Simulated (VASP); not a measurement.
# Si2W (I4/mmm) in VASP: relaxation of shape and atoms at fixed volume with PBE

Aim: the relaxation of shape and atoms at fixed volume of Si2W with PBE.

All numbers are computed with VASP 6.6.1; they aren't measurements. Logs are shortened: lines on timing, memory, paths and dates and some standing lists are left out, and cuts for length are marked.

### 1 The cell of the first run

Symmetry: I4/mmm, No. 139, tetragonal system. The conventional cell has a = 3.261 Å, b = 3.261 Å, c = 7.945 Å, α = 90.00°, β = 90.00°, γ = 90.00°. Si (site symmetry 4mm) has 9 Si at 2.63 to 3.26 Å and 5 W at 2.65 to 2.66 Å within 3.5 Å. Within 3.5 Å of W (site symmetry 4/mmm) lie 10 Si at 2.65 to 2.66 Å and 4 W at 3.26 Å.

### 2 Relaxation of shape and atoms at fixed volume, PBE (14.08 Å³/atom)

Contents of INCAR:

```
ALGO = Normal
EDIFF = 1E-6
EDIFFG = -0.01
ENCUT = 600
GGA = PE
IBRION = 2
ISIF = 4
ISMEAR = 0
LASPH = T
LCHARG = F
LREAL = F
LWAVE = F
NELM = 80
NSW = 50
PREC = Accurate
SIGMA = 0.1
```

Contents of KPOINTS:

```
k-points
0
Gamma
  18 18 18
```

Contents of POSCAR:

```
Si2W
1.0
   -1.6305163897      1.6305163897      3.9724975029
    1.6305163897     -1.6305163897      3.9724975029
    1.6305163897      1.6305163897     -3.9724975029
Si W
2 1
Direct
    0.3345578121      0.3345578121      0.0000000000
    0.6654421879      0.6654421879      0.0000000000
    0.0000000000      0.0000000000      0.0000000000
```

Potentials or basis: VASP PAW PBE potentials, release 64 (Si, W_sv).

Started as:

```
$ cat potpaw_PBE.64/Si/POTCAR potpaw_PBE.64/W_sv/POTCAR > POTCAR
$ mpirun -np 1 vasp_std > vasp.out
```

OUTCAR:

```text
EDIFF = 1E-6
   EDIFFG = -0.01
   ENCUT = 600
   GGA = PE
   IBRION = 2
   ISIF = 4
   ISMEAR = 0
   LASPH = T
   LREAL = F
   NELM = 80
   NSW = 50
   PREC = Accurate

 ion  position               nearest neighbor table
   1  0.335  0.335  0.000-   2 2.63   3 2.65   3 2.65   3 2.65   3 2.65   3 2.66   2 2.67   2 2.67
                             2 2.67   2 2.67
   2  0.665  0.665  0.000-   1 2.63   3 2.65   3 2.65   3 2.65   3 2.65   3 2.66   1 2.67   1 2.67
                             1 2.67   1 2.67
   3  0.000  0.000  0.000-   2 2.65   2 2.65   2 2.65   1 2.65   2 2.65   1 2.65   1 2.65   1 2.65
                             1 2.66   2 2.66

  LATTYP: Found a body centered tetragonal cell.
 ALAT       =     3.2610327794
 C/A-ratio  =     2.4363431904

  Lattice vectors:

 A1 = (  -1.6305163897,   1.6305163897,   3.9724975029)
 A2 = (   1.6305163897,  -1.6305163897,   3.9724975029)
 A3 = (   1.6305163897,   1.6305163897,  -3.9724975029)

Analysis of symmetry for initial positions (statically):
=====================================================================
 Subroutine PRICEL returns:
 Original cell was already a primitive cell.

 Routine SETGRP: Setting up the symmetry group for a
 body centered tetragonal supercell.

 Subroutine GETGRP returns: Found 16 space group operations
 (whereof 16 operations were pure point group operations)
 out of a pool of 16 trial point group operations.

The static configuration has the point symmetry D_4h.

Analysis of symmetry for dynamics (positions and initial velocities):
=====================================================================
 Subroutine PRICEL returns:
 Original cell was already a primitive cell.

 Routine SETGRP: Setting up the symmetry group for a
 body centered tetragonal supercell.

 Subroutine GETGRP returns: Found 16 space group operations
 (whereof 16 operations were pure point group operations)
 out of a pool of 16 trial point group operations.

The dynamic configuration has the point symmetry D_4h.

 Subroutine INISYM returns: Found 16 space group operations
 (whereof 16 operations are pure point group operations),
 and found     1 'primitive' translations

----------------------------------------------------------------------------------------

                                     Primitive cell

  volume of cell :      42.2449

  direct lattice vectors                    reciprocal lattice vectors
    -1.630516390  1.630516390  3.972497503     0.000000000  0.306651318  0.125865403
     1.630516390 -1.630516390  3.972497503     0.306651318  0.000000000  0.125865403
     1.630516390  1.630516390 -3.972497503     0.306651318  0.306651318  0.000000000

  length of vectors
     4.593245454  4.593245454  4.593245454     0.331477195  0.331477195  0.433670453

  position of ions in fractional coordinates (direct lattice)
     0.334557812  0.334557812  0.000000000
     0.665442188  0.665442188  0.000000000
     0.000000000  0.000000000  0.000000000

  ion indices of the primitive-cell ions
   primitive index   ion index
                 1           1
                 2           2
                 3           3

----------------------------------------------------------------------------------------

 KPOINTS: k-points

Automatic generation of k-mesh.
 Grid dimensions read from file:
 generate k-points for:   18   18   18

 Generating k-lattice:

  Cartesian coordinates                     Fractional coordinates (reciprocal lattice)
     0.000000000  0.017036184  0.006992522     0.055555556  0.000000000 -0.000000000
     0.017036184  0.000000000  0.006992522     0.000000000  0.055555556 -0.000000000
     0.017036184  0.017036184  0.000000000     0.000000000  0.000000000  0.055555556

  Length of vectors
     0.018415400  0.018415400  0.024092803

  Shift w.r.t. Gamma in fractional coordinates (k-lattice)
     0.000000000  0.000000000  0.000000000

 Subroutine IBZKPT returns following result:
 ===========================================

 Found    480 irreducible k-points:

 Following reciprocal coordinates:
            Coordinates               Weight
  0.000000  0.000000  0.000000      1.000000
  0.055556  0.000000  0.000000      8.000000
  0.111111  0.000000  0.000000      8.000000
  0.166667  0.000000 -0.000000      8.000000
  0.222222  0.000000  0.000000      8.000000
  0.277778  0.000000  0.000000      8.000000
[... 16 lines left out ...]
 -0.277778  0.055556  0.000000     16.000000
 -0.222222  0.055556 -0.000000     16.000000
 [... further k-points ...]
   k-points           NKPTS =    480   k-points in BZ     NKDIM =    480   number of bands    NBANDS=     15
   number of dos      NEDOS =    301   number of ions     NIONS =      3
   total plane-waves  NPLWV =  64000
   dimension x,y,z NGX =    40 NGY =   40 NGZ =   40
   dimension x,y,z NGXF=    80 NGYF=   80 NGZF=   80
   ions per type =               2   1
   NGX,Y,Z   is equivalent  to a cutoff of  14.48, 14.48, 14.48 a.u.
   NGXF,Y,Z  is equivalent  to a cutoff of  28.95, 28.95, 28.95 a.u.
 SYSTEM =  unknown system
   PREC   = accura    normal or accurate (medium, high low for compatibility)
   ISTART =      0    job   : 0-new  1-cont  2-samecut
   ICHARG =      2    charge: 1-file 2-atom 10-const
   ISPIN  =      1    spin polarized calculation?
   LNONCOLLINEAR =      F non collinear calculations
   LSORBIT =      F    spin-orbit coupling
   LASPH  =      T    aspherical Exc in radial PAW
   ENCUT  =  600.0 eV  44.10 Ry    6.64 a.u.   9.17  9.17  9.17*2*pi/ulx,y,z
   NELM   =     80;   NELMIN=  2; NELMDL= -5     # of ELM steps
   EDIFF  = 0.1E-05   stopping-criterion for ELM
   LREAL  =      F    real-space projection
   EDIFFG = -.1E-01   stopping-criterion for IOM
   NSW    =     50    number of steps for IOM
   IBRION =      2    ionic relax: 0-MD 1-quasi-New 2-CG
   NFREE  =      1    steps in history (QN), initial steepest desc. (CG)
   ISIF   =      4    stress and relaxation
   ISYM   =      2    0-nonsym 1-usesym 2-fastsym
   POTIM  = 0.5000    time-step for ionic-motion
   TEBEG  =    0.0;   TEEND  =   0.0 temperature during run
   PSTRESS=    0.0 pullay stress
   NELECT =      22.0000    total number of electrons
   NUPDOWN=      -1.0000    fix difference up-down
   EMIN   =  10.00;   EMAX   =-10.00  energy-range for DOS
   EFERMI =   0.00;   METHOD = LEGACY
   ISMEAR =     0;   SIGMA  =   0.10  broadening in eV -4-tet -1-fermi 0-gaus
   EFERMI_NEDOS =   21; number of points for ismear=-14 and -15
   IALGO  =     38    algorithm
   IMIX   =      4    mixing-type and parameters
     AMIX     =   0.40;   BMIX     =  1.00
     AMIX_MAG =   1.60;   BMIX_MAG =  1.00
  volume/ion in A,a.u.               =      14.08        95.03
  Fermi-wavevector in a.u.,A,eV,Ry     =   1.317117  2.488991 23.603354  1.734798
  Thomas-Fermi vector in A             =   2.447181
   LORBIT       =      0    0 simple, 1 ext, 2 COOP (PROOUT), +10 PAW based schemes
   GGA     = PE    functional components
   LHFCALC =     F    Hartree Fock is set to
   AEXX    =    0.0000 exact exchange contribution
   IVDW    =     0    specifies the selected vdW correction
   LEPSILON=     F    determine dielectric tensor
   LRPA    =     F    only Hartree local field effects (RPA)
 conjugate gradient relaxation of ions
 non-spin polarized calculation
 Gauss-broadening in eV      SIGMA  =   0.10
  energy-cutoff  :      600.00
  volume of cell :       42.24
 maximum number of plane-waves:      1452
 NGX is ok and might be reduce to    40
   NGX = 19   NGY = 19   NGZ = 19

--------------------------------------- Ionic step        1  -------------------------------------------

 number of electron      22.0000000 magnetization

 Free energy of the ion-electron system (eV)
  ---------------------------------------------------
  ext. energy  EPLUGINS =         0.00000000
  ---------------------------------------------------
  free energy    TOTEN  =       -24.79280173 eV

  energy without entropy =      -24.79180704  energy(sigma->0) =      -24.79230438

------------------------ aborting loop because EDIFF is reached ----------------------------------------

  FORCE on cell =-STRESS in cart. coord.  units (eV):
  Direction    XX          YY          ZZ          XY          YZ          ZX
  --------------------------------------------------------------------------------------
  -------------------------------------------------------------------------------------
  Total       -1.5185738     -1.5185738     -1.7438143      0.0000000      0.0000000     -0.0000000
  in kB      -57.5933762    -57.5933762    -66.1358357      0.0000000      0.0000000     -0.0000000
  external PRESSURE =     -60.4408627 kB  Pullay stress =       0.0000000 kB
[... 96 lines left out ...]
  energy  without entropy=      -24.7922396530  energy(sigma->0) =      -24.79272650

--------------------------------------- Ionic step        4  -------------------------------------------

 number of electron      22.0000000 magnetization

 Free energy of the ion-electron system (eV)
  ---------------------------------------------------
  ext. energy  EPLUGINS =         0.00000000
  ---------------------------------------------------
  free energy    TOTEN  =       -24.79325268 eV

  energy without entropy =      -24.79227909  energy(sigma->0) =      -24.79276588

 E-fermi :  11.3296     XC(G=0): -12.3204

 val. band max:       11.3231971253   @ k =  -0.3889   0.5000   0.3333
 cond. band min:      11.3347233348   @ k =  -0.4444  -0.4444   0.2778
 fundamental gap:      0.0115262095
 Fermi energy:        11.3295513610

 k-point     1 :       0.0000    0.0000    0.0000
  band No.  band energies     occupation
      1     -62.6120      2.00000
      2     -26.8340      2.00000
      3     -26.8340      2.00000
      4     -26.8279      2.00000
      5      -2.3708      2.00000
      6       4.7642      2.00000
      7       7.5701      2.00000
      8       8.2199      2.00000
      9       8.6160      2.00000
     10       8.6160      2.00000
     11      11.8941      0.00000
     12      13.8177      0.00000
     13      14.2507      0.00000
     14      14.2507      0.00000
     15      14.4389      0.00000
[... 397 lines left out ...]
 k-point    24 :      -0.2222    0.0556   -0.0000
  band No.  band energies     occupation
      1     -62.6094      2.00000
      2     -26.9085      2.00000
      3     -26.8325      2.00000
      4     -26.8212      2.00000
      5      -1.4981      2.00000
      6       4.8060      2.00000
      7       6.1574      2.00000
      8       7.8603      2.00000
      9       8.5944      2.00000
     10       9.2838      2.00000
     11       9.9648      2.00000
     12      12.7810      0.00000
     13      13.3710      0.00000
     14      15.5842      0.00000
     15      15.6548      0.00000

 [... further k-points ...]
[... 5 lines left out ...]
  --------------------------------------------------------------------------------------
  -------------------------------------------------------------------------------------
  Total       -1.5575049     -1.5575049     -1.5575047      0.0000000      0.0000000      0.0000000
  in kB      -59.0698731    -59.0698731    -59.0698665      0.0000000      0.0000000      0.0000000
  external PRESSURE =     -59.0698709 kB  Pullay stress =       0.0000000 kB
[... 18 lines left out ...]
  FREE ENERGIE OF THE ION-ELECTRON SYSTEM (eV)
  ---------------------------------------------------
  free  energy   TOTEN  =       -24.7932526770 eV

  energy  without entropy=      -24.7922790920  energy(sigma->0) =      -24.79276588

 reached required accuracy - stopping structural energy minimisation
```

It took 12 min on 1 thread of AMD EPYC 9R45 (Zen 5), shared host; peak memory 0.52 GiB.

Results:

| Quantity | Value |
| --- | --- |
| Free energy | -24.7933 eV |
| Energy gained by relaxing | 0.2 meV/atom |
| Ionic steps | 4 |
| Pressure after relaxing | -5.9 GPa |
| Band gap on the k mesh | zero (bands 11 and 12 overlap by 1.18 eV) |

Step by step:
| step | energy change (eV) | largest force (eV/Å) | pressure (GPa) | volume (Å³) |
| --- | --- | --- | --- | --- |
| 1 | 0.0000 | 0.0735 | -6.04 | 42.24 |
| 2 | -0.0004 | 0.0060 | -5.89 | 42.24 |
| 3 | -0.0004 | 0.0212 | -5.92 | 42.24 |
| 4 | -0.0005 | 0.0014 | -5.91 | 42.24 |

Final structure:
```cif
data_structure
_symmetry_space_group_name_H-M 'P 1'
_symmetry_Int_Tables_number 1
_cell_length_a 4.5892
_cell_length_b 4.5892
_cell_length_c 4.5892
_cell_angle_alpha 138.346
_cell_angle_beta 138.346
_cell_angle_gamma 60.373
_cell_volume 42.24
loop_
_atom_site_label
_atom_site_type_symbol
_atom_site_fract_x
_atom_site_fract_y
_atom_site_fract_z
_atom_site_occupancy
Si1 Si 0.33506 0.33506 0.00000 1
Si2 Si 0.66494 0.66494 0.00000 1
W1 W 0.00000 0.00000 0.00000 1
```

Caveat: spin-orbit coupling is left out, which moves the levels of the heavy elements.
